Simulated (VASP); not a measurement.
# Mo2Ru3 (P-6m2) in VASP: further runs

Mo2Ru3 is run at these levels: PBE; tasks: single point.

All numbers are computed with VASP 6.6.1; they aren't measurements. Logs are shortened: lines on timing, memory, paths and dates and some standing lists are left out, and cuts for length are marked.

**1. The cell of the first run**

Symmetry: P-6m2, No. 187, hexagonal system. Conventional cell: a = 2.755 Å, b = 2.755 Å, c = 22.175 Å, α = 90.00°, β = 90.00°, γ = 120.00°. Within 3.6 Å of Mo (site symmetry 3m) lie 6 Ru at 2.70 to 2.78 Å and 6 Mo at 2.76 Å. Mo (site symmetry 3m) has 6 Ru at 2.73 to 2.75 Å and 6 Mo at 2.76 Å within 3.6 Å. Ru (site symmetry -6m2) has 12 Ru at 2.69 to 2.76 Å within 3.5 Å. Ru (site symmetry 3m) has 9 Ru at 2.69 to 2.76 Å and 3 Mo at 2.70 Å within 3.5 Å. Ru (site symmetry 3m) has 6 Mo at 2.73 to 2.78 Å and 6 Ru at 2.76 Å within 3.6 Å. Within 3.6 Å of Ru (site symmetry -6m2) lie 6 Mo at 2.75 Å and 6 Ru at 2.76 Å.

**2. Single point, PBE**

File INCAR:

```
SYSTEM = Mo2Ru3
PREC     = Accurate       ! precision mode
ENCUT    = 520            ! plane-wave cutoff, eV
EDIFF    = 1E-6           ! SCF threshold, eV
ISMEAR   = 0              ! smearing method
SIGMA    = 0.1            ! smearing width, eV
LREAL    = .False.        ! projectors in reciprocal space
LASPH    = .True.         ! aspherical terms in the spheres
NELM     = 60             ! most SCF steps
ALGO     = Fast           ! electronic algorithm
ISIF     = 2              ! what is computed and relaxed
LWAVE    = .False.        ! write WAVECAR
LCHARG   = .True.         ! write CHGCAR
GGA      = PE             ! functional
LELF     = .True.         ! ELF
LVHAR    = .True.       
NBANDS   = 81             ! bands
```

File KPOINTS:

```
Automatic mesh
0
Gamma
  6 6 1
  0 0 0
```

File POSCAR:

```
Mo2Ru3
1.0
    2.7551127521      0.0000000028      0.0000000000
   -1.3775563785      2.3859976322      0.0000000000
    0.0000000000      0.0000000000     22.1749544715
Mo Ru
4 6
Direct
    0.3333333333      0.6666666667      0.1962923855
    0.3333333333      0.6666666667      0.3987903200
    0.3333333333      0.6666666667      0.6012096800
    0.3333333333      0.6666666667      0.8037076145
    0.3333333333      0.6666666667      0.0000000000
    0.6666666667      0.3333333333      0.0978813990
    0.6666666667      0.3333333333      0.2989714890
    0.6666666667      0.3333333333      0.5000000000
    0.6666666667      0.3333333333      0.7010285110
    0.6666666667      0.3333333333      0.9021186010
```

Potentials or basis: VASP PAW PBE potentials, release 64 (Mo_sv, Ru_pv).

Launch:

```
> cat potpaw_PBE.64/Mo_sv/POTCAR potpaw_PBE.64/Ru_pv/POTCAR > POTCAR
> mpirun -np 1 vasp_std > vasp.out
```

OUTCAR:

```text
SYSTEM = Mo2Ru3
   PREC = Accurate
   ENCUT = 520
   EDIFF = 1E-6
   ISMEAR = 0
   LREAL = .False.
   LASPH = .True.
   NELM = 60
   ISIF = 2
   GGA = PE

 ion  position               nearest neighbor table
   1  0.333  0.667  0.196-   6 2.70   6 2.70   6 2.70   7 2.78   7 2.78   7 2.78
   2  0.333  0.667  0.399-   7 2.73   7 2.73   7 2.73   8 2.75   8 2.75   8 2.75
   3  0.333  0.667  0.601-   9 2.73   9 2.73   9 2.73   8 2.75   8 2.75   8 2.75
   4  0.333  0.667  0.804-  10 2.70  10 2.70  10 2.70   9 2.78   9 2.78   9 2.78
   5  0.333  0.667  0.000-   6 2.69  10 2.69   6 2.69  10 2.69   6 2.69  10 2.69
   6  0.667  0.333  0.098-   5 2.69   5 2.69   5 2.69   1 2.70   1 2.70   1 2.70
   7  0.667  0.333  0.299-   2 2.73   2 2.73   2 2.73   1 2.78   1 2.78   1 2.78
   8  0.667  0.333  0.500-   2 2.75   3 2.75   2 2.75   3 2.75   2 2.75   3 2.75
   9  0.667  0.333  0.701-   3 2.73   3 2.73   3 2.73   4 2.78   4 2.78   4 2.78
  10  0.667  0.333  0.902-   5 2.69   5 2.69   5 2.69   4 2.70   4 2.70   4 2.70

  LATTYP: Found a hexagonal cell.
 ALAT       =     2.7551127521
 C/A-ratio  =     8.0486558870

  Lattice vectors:

 A1 = (   2.7551127521,   0.0000000028,   0.0000000000)
 A2 = (  -1.3775563785,   2.3859976322,   0.0000000000)
 A3 = (   0.0000000000,   0.0000000000,  22.1749544715)

Analysis of symmetry for initial positions (statically):
=====================================================================
 Subroutine PRICEL returns:
 Original cell was already a primitive cell.

 Routine SETGRP: Setting up the symmetry group for a
 hexagonal supercell.

 Subroutine GETGRP returns: Found 12 space group operations
 (whereof 12 operations were pure point group operations)
 out of a pool of 24 trial point group operations.

The static configuration has the point symmetry D_3h.

Analysis of symmetry for dynamics (positions and initial velocities):
=====================================================================
 Subroutine PRICEL returns:
 Original cell was already a primitive cell.

 Routine SETGRP: Setting up the symmetry group for a
 hexagonal supercell.

 Subroutine GETGRP returns: Found 12 space group operations
 (whereof 12 operations were pure point group operations)
 out of a pool of 24 trial point group operations.

The dynamic configuration has the point symmetry D_3h.

 Subroutine INISYM returns: Found 12 space group operations
 (whereof 12 operations are pure point group operations),
 and found     1 'primitive' translations

----------------------------------------------------------------------------------------

                                     Primitive cell

  volume of cell :     145.7713

  direct lattice vectors                    reciprocal lattice vectors
     2.755112752  0.000000003  0.000000000     0.362961552  0.209555950  0.000000000
    -1.377556379  2.385997632  0.000000000    -0.000000000  0.419111899  0.000000000
     0.000000000  0.000000000 22.174954472     0.000000000  0.000000000  0.045095921

  length of vectors
     2.755112752  2.755112752 22.174954472     0.419111899  0.419111899  0.045095921

  position of ions in fractional coordinates (direct lattice)
     0.333333333  0.666666667  0.196292386
     0.333333333  0.666666667  0.398790320
     0.333333333  0.666666667  0.601209680
     0.333333333  0.666666667  0.803707614
     0.333333333  0.666666667  0.000000000
     0.666666667  0.333333333  0.097881399
     0.666666667  0.333333333  0.298971489
     0.666666667  0.333333333  0.500000000
     0.666666667  0.333333333  0.701028511
     0.666666667  0.333333333  0.902118601

  ion indices of the primitive-cell ions
   primitive index   ion index
                 1           1
                 2           2
                 3           3
                 4           4
                 5           5
                 6           6
                 7           7
                 8           8
                 9           9
                10          10

----------------------------------------------------------------------------------------

 KPOINTS: Automatic mesh

Automatic generation of k-mesh.
 Grid dimensions read from file:
 generate k-points for:    6    6    1

 Generating k-lattice:

  Cartesian coordinates                     Fractional coordinates (reciprocal lattice)
     0.060493592  0.034925992  0.000000000     0.166666667 -0.000000000  0.000000000
    -0.000000000  0.069851983  0.000000000    -0.000000000  0.166666667  0.000000000
     0.000000000  0.000000000  0.045095921     0.000000000  0.000000000  1.000000000

  Length of vectors
     0.069851983  0.069851983  0.045095921

  Shift w.r.t. Gamma in fractional coordinates (k-lattice)
     0.000000000  0.000000000  0.000000000

 Subroutine IBZKPT returns following result:
 ===========================================

 Found      7 irreducible k-points:

 Following reciprocal coordinates:
            Coordinates               Weight
  0.000000  0.000000  0.000000      1.000000
  0.166667  0.000000  0.000000      6.000000
  0.333333  0.000000  0.000000      6.000000
  0.500000  0.000000  0.000000      3.000000
  0.166667  0.166667  0.000000      6.000000
  0.333333  0.166667  0.000000     12.000000
  0.333333  0.333333  0.000000      2.000000
   k-points           NKPTS =      7   k-points in BZ     NKDIM =      7   number of bands    NBANDS=     81
   number of dos      NEDOS =    301   number of ions     NIONS =     10
   total plane-waves  NPLWV =  67200
   dimension x,y,z NGX =    20 NGY =   20 NGZ =  168
   dimension x,y,z NGXF=    40 NGYF=   40 NGZF=  336
   ions per type =               4   6
   NGX,Y,Z   is equivalent  to a cutoff of  12.07, 12.07, 12.59 a.u.
   NGXF,Y,Z  is equivalent  to a cutoff of  24.14, 24.14, 25.19 a.u.
 SYSTEM =  Mo2Ru3
   PREC   = accura    normal or accurate (medium, high low for compatibility)
   ISTART =      0    job   : 0-new  1-cont  2-samecut
   ICHARG =      2    charge: 1-file 2-atom 10-const
   ISPIN  =      1    spin polarized calculation?
   LNONCOLLINEAR =      F non collinear calculations
   LSORBIT =      F    spin-orbit coupling
   LASPH  =      T    aspherical Exc in radial PAW
   ENCUT  =  520.0 eV  38.22 Ry    6.18 a.u.   5.12  5.12 41.23*2*pi/ulx,y,z
   NELM   =     60;   NELMIN=  2; NELMDL= -5     # of ELM steps
   EDIFF  = 0.1E-05   stopping-criterion for ELM
   LREAL  =      F    real-space projection
   EDIFFG = 0.1E-04   stopping-criterion for IOM
   NSW    =      0    number of steps for IOM
   IBRION =     -1    ionic relax: 0-MD 1-quasi-New 2-CG
   NFREE  =      0    steps in history (QN), initial steepest desc. (CG)
   ISIF   =      2    stress and relaxation
   ISYM   =      2    0-nonsym 1-usesym 2-fastsym
   POTIM  = 0.5000    time-step for ionic-motion
   TEBEG  =    0.0;   TEEND  =   0.0 temperature during run
   PSTRESS=    0.0 pullay stress
   NELECT =     140.0000    total number of electrons
   NUPDOWN=      -1.0000    fix difference up-down
   EMIN   =  10.00;   EMAX   =-10.00  energy-range for DOS
   EFERMI =   0.00;   METHOD = LEGACY
   ISMEAR =     0;   SIGMA  =   0.10  broadening in eV -4-tet -1-fermi 0-gaus
   EFERMI_NEDOS =   21; number of points for ismear=-14 and -15
   IALGO  =     68    algorithm
   IMIX   =      4    mixing-type and parameters
     AMIX     =   0.40;   BMIX     =  1.00
     AMIX_MAG =   1.60;   BMIX_MAG =  1.00
  volume/ion in A,a.u.               =      14.58        98.37
  Fermi-wavevector in a.u.,A,eV,Ry     =   1.615202  3.052289 35.495927  2.608877
  Thomas-Fermi vector in A             =   2.709988
   LORBIT       =      0    0 simple, 1 ext, 2 COOP (PROOUT), +10 PAW based schemes
   GGA     = PE    functional components
   LHFCALC =     F    Hartree Fock is set to
   AEXX    =    0.0000 exact exchange contribution
   IVDW    =     0    specifies the selected vdW correction
   LEPSILON=     F    determine dielectric tensor
   LRPA    =     F    only Hartree local field effects (RPA)
 non-spin polarized calculation
 RMM-DIIS sequential band-by-band and
 Gauss-broadening in eV      SIGMA  =   0.10
  energy-cutoff  :      520.00
  volume of cell :      145.77
 maximum number of plane-waves:      3939
   NGX = 11   NGY = 11   NGZ = 83

 number of electron     139.9999995 magnetization

 Free energy of the ion-electron system (eV)
  ---------------------------------------------------
  ext. energy  EPLUGINS =         0.00000000
  ---------------------------------------------------
  free energy    TOTEN  =       -98.40049853 eV

  energy without entropy =      -98.33398807  energy(sigma->0) =      -98.36724330

 E-fermi :  12.2660     XC(G=0): -13.7181

 val. band max:       12.2619316566   @ k =   0.3333   0.0000   0.0000
 cond. band min:      12.2819453315   @ k =   0.3333   0.1667   0.0000
 fundamental gap:      0.0200136749
 Fermi energy:        12.2659657177

 k-point     1 :       0.0000    0.0000    0.0000
  band No.  band energies     occupation
      1     -48.6328      2.00000
      2     -48.6319      2.00000
      3     -48.5191      2.00000
      4     -48.5191      2.00000
      5     -30.8652      2.00000
      6     -30.4687      2.00000
[... 73 lines left out ...]
     80      13.1245      0.00000
     81      13.7137      0.00000

 k-point     2 :       0.1667    0.0000    0.0000
  band No.  band energies     occupation
      1     -48.5823      2.00000
      2     -48.5816      2.00000
      3     -48.4687      2.00000
      4     -48.4687      2.00000
      5     -30.8139      2.00000
      6     -30.5248      2.00000
[... 73 lines left out ...]
     80      12.7755      0.00000
     81      13.3779      0.00000

 k-point     3 :       0.3333    0.0000    0.0000
  band No.  band energies     occupation
      1     -48.4797      2.00000
      2     -48.4795      2.00000
      3     -48.3663      2.00000
      4     -48.3663      2.00000
      5     -30.7819      2.00000
      6     -30.7703      2.00000
[... 73 lines left out ...]
     80      14.2637      0.00000
     81      14.4911      0.00000

 k-point     4 :       0.5000    0.0000    0.0000
  band No.  band energies     occupation
      1     -48.4276      2.00000
      2     -48.4276      2.00000
      3     -48.3143      2.00000
      4     -48.3143      2.00000
      5     -30.9264      2.00000
      6     -30.8527      2.00000
[... 73 lines left out ...]
     80      15.2260      0.00000
     81      15.3604      0.00000

 k-point     5 :       0.1667    0.1667    0.0000
  band No.  band energies     occupation
      1     -48.5056      2.00000
      2     -48.5053      2.00000
      3     -48.3921      2.00000
      4     -48.3921      2.00000
      5     -30.7534      2.00000
      6     -30.6787      2.00000
[... 73 lines left out ...]
     80      14.0325      0.00000
     81      14.1628      0.00000

 k-point     6 :       0.3333    0.1667    0.0000
  band No.  band energies     occupation
      1     -48.4278      2.00000
      2     -48.4277      2.00000
      3     -48.3145      2.00000
      4     -48.3144      2.00000
      5     -30.8471      2.00000
      6     -30.7873      2.00000
[... 73 lines left out ...]
     80      14.8032      0.00000
     81      14.8924      0.00000

 k-point     7 :       0.3333    0.3333    0.0000
  band No.  band energies     occupation
      1     -48.4018      2.00000
      2     -48.4016      2.00000
      3     -48.2884      2.00000
      4     -48.2884      2.00000
      5     -30.7647      2.00000
      6     -30.7270      2.00000
[... 73 lines left out ...]
     80      14.6079      0.00000
     81      14.8754      0.00000

------------------------ aborting loop because EDIFF is reached ----------------------------------------

  FORCE on cell =-STRESS in cart. coord.  units (eV):
  Direction    XX          YY          ZZ          XY          YZ          ZX
  --------------------------------------------------------------------------------------
  -------------------------------------------------------------------------------------
  Total        0.2022653      0.2022653      0.1800178     -0.0000000      0.0000000      0.0000000
  in kB        2.2231038      2.2231038      1.9785811     -0.0000000      0.0000000      0.0000000
  external PRESSURE =       2.1415962 kB  Pullay stress =       0.0000000 kB

 VOLUME and BASIS-vectors are now :
 -----------------------------------------------------------------------------
  energy-cutoff  :      520.00
  volume of cell :      145.77
      direct lattice vectors                 reciprocal lattice vectors
     2.755112752  0.000000003  0.000000000     0.362961552  0.209555950  0.000000000
    -1.377556379  2.385997632  0.000000000    -0.000000000  0.419111899  0.000000000
     0.000000000  0.000000000 22.174954472     0.000000000  0.000000000  0.045095921

 POSITION                                       TOTAL-FORCE (eV/Angst)
 -----------------------------------------------------------------------------------
     -0.00000      1.59067      4.35277        -0.000000      0.000000      0.002682
     -0.00000      1.59067      8.84316         0.000000     -0.000000      0.000522
     -0.00000      1.59067     13.33180         0.000000     -0.000000     -0.000522
     -0.00000      1.59067     17.82218        -0.000000      0.000000     -0.002682
     -0.00000      1.59067      0.00000        -0.000000     -0.000000      0.000000
      1.37756      0.79533      2.17052         0.000000      0.000000     -0.011701
      1.37756      0.79533      6.62968        -0.000000     -0.000000      0.004595
      1.37756      0.79533     11.08748         0.000000      0.000000      0.000000
      1.37756      0.79533     15.54528        -0.000000     -0.000000     -0.004595
      1.37756      0.79533     20.00444        -0.000000      0.000000      0.011701
 -----------------------------------------------------------------------------------
    total drift:                                0.000001     -0.000000      0.000000

  FREE ENERGIE OF THE ION-ELECTRON SYSTEM (eV)
  ---------------------------------------------------
  free  energy   TOTEN  =       -98.4004985319 eV

  energy  without entropy=      -98.3339880730  energy(sigma->0) =      -98.36724330
```

Run time: 2.4 min. Hardware: 1 thread of Intel Xeon 6975P-C (Granite Rapids), shared host; peak memory 0.27 GiB.

Results:

| Item | Value |
| --- | --- |
| Free energy | -98.4005 eV |
| Pressure | 0.2 GPa |
| Largest force | 0.012 eV/Å |
| Band gap on the k mesh | zero (band 70 reaches 13.75 eV, above the bottom of band 71 at 11.48 eV) |

Forces on the atoms (eV/Å):
```
Mo   0.000  0.000  0.003
Mo   0.000  0.000  0.001
Mo   0.000  0.000 -0.001
Mo   0.000  0.000 -0.003
Ru   0.000  0.000  0.000
Ru   0.000  0.000 -0.012
Ru   0.000  0.000  0.005
Ru   0.000  0.000  0.000
Ru   0.000  0.000 -0.005
Ru   0.000  0.000  0.012
```

Caveat: the k points lie up to 0.44 Å⁻¹ apart.

**3. Single point, PBE**

This run uses another cell than the first one, of 15.22 Å³/atom, 1.044 times its volume.

File INCAR:

```
  ALGO = Fast
  EDIFF = 1E-6
  ENCUT = 520
  GGA = PE
  ISIF = 2
  ISMEAR = 0
  LASPH = T
  LCHARG = F
  LREAL = F
  LWAVE = F
  NBANDS = 81
  NELM = 100
  PREC = Accurate
  SIGMA = 0.1
```

File KPOINTS:

```
k-points
0
Gamma
  6 6 1
```

File POSCAR:

```
Mo2Ru3
1.0
    2.8146100700      0.0000000000      0.0000000000
   -1.4073050400      2.4375238200      0.0000000000
    0.0000000000      0.0000000000     22.1820755300
Mo Ru
4 6
Direct
    0.3333333300      0.6666666700      0.2000000000
    0.3333333300      0.6666666700      0.4000000000
    0.3333333300      0.6666666700      0.6000000000
    0.3333333300      0.6666666700      0.8000000000
    0.3333333300      0.6666666700      0.0000000000
    0.6666666700      0.3333333300      0.1000000000
    0.6666666700      0.3333333300      0.3000000000
    0.6666666700      0.3333333300      0.5000000000
    0.6666666700      0.3333333300      0.7000000000
    0.6666666700      0.3333333300      0.9000000000
```

Potentials or basis: VASP PAW PBE potentials, release 64 (Mo_sv, Ru_pv).

Launch:

```
> cat potpaw_PBE.64/Mo_sv/POTCAR potpaw_PBE.64/Ru_pv/POTCAR > POTCAR
> mpirun -np 1 vasp_std > vasp.out
```

It took 2.6 min on 1 thread of Intel Xeon 6975P-C (Granite Rapids), shared host; peak memory 0.32 GiB.

The run converged. Its results:

```
Free energy            : -98.0991 eV
Pressure               : -10.5 GPa
Largest force          : 0.567 eV/Å
Band gap on the k mesh : zero (band 70 reaches 12.87 eV, above the bottom of band 71 at 10.69 eV)
```

Forces in eV/Å, atoms in the order of the input:
```
Mo   0.000  0.000 -0.567
Mo   0.000  0.000 -0.090
Mo   0.000  0.000  0.090
Mo   0.000  0.000  0.567
Ru   0.000  0.000  0.000
Ru   0.000  0.000 -0.119
Ru   0.000  0.000  0.172
Ru   0.000  0.000  0.000
Ru   0.000  0.000 -0.172
Ru   0.000  0.000  0.119
```

Stress tensor (GPa, compression positive):
```
-12.23   0.00   0.00
  0.00 -12.23   0.00
  0.00   0.00  -7.02
```

Levels at points of the mesh, in eV from the Fermi level:
| k point | band 65 | band 66 | band 67 | band 68 | band 69 | band 70 | band 71 | band 72 | band 73 | band 74 |
| --- | --- | --- | --- | --- | --- | --- | --- | --- | --- | --- |
| (0.00, 0.00, 0.00) | -1.15 | -1.12 | -1.08 | -1.00 | -1.00 | -0.71 | -0.71 | -0.59 | -0.59 | -0.01 |
| (0.50, 0.00, 0.00) | 0.21 | 0.35 | 0.84 | 0.85 | 1.00 | 1.33 | 1.40 | 1.41 | 1.53 | 1.59 |

Caveat: the k points lie up to 0.43 Å⁻¹ apart.
